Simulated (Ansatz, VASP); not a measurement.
One calculation of TiC, two programs

```
Ti C
1.0
     0.00000    2.14669    2.14669
     2.14669    0.00000    2.14669
     2.14669    2.14669    0.00000
Ti C
1 1
Cartesian
  -0.2000 0.0000 -0.1000
  2.1467 2.1467 2.1467
```

Alike in both runs: task single point; functional PBEsol; k mesh 24 × 24 × 24; occupations gaussian, width 0.15 eV; no spin polarisation.

```csv
,VASP,Ansatz
version,VASP 6.6.1,Ansatz 0.2.0
potentials or method,"VASP PAW PBE potentials, release 64 (Ti_sv, C), cutoff 520 eV","scalar-relativistic, plane waves, PAW"
valence electrons in the cell,16,16
```

Ansatz gave:

| Property | Result |
| --- | --- |
| gap on the k mesh at the Fermi level (eV) | none |
| pressure (GPa) | 6.4 |
| traceless stress, the component that is largest in VASP (GPa) | 8.39 |
| rms of the force components (eV/Å) | 1.321 |

**Question.** Estimate VASP's values.

**Answer.** gap on the k mesh at the Fermi level (eV): none; pressure (GPa): 6.6; traceless stress, the component that is largest in VASP (GPa): 8.46; rms of the force components (eV/Å): 1.326.

VASP's potentials were made for PBE, not for PBEsol. Atom by atom the forces differ by 0.005 eV/Å (rms over components). A gap of «none» marks a metal or a gap that the smearing closes.
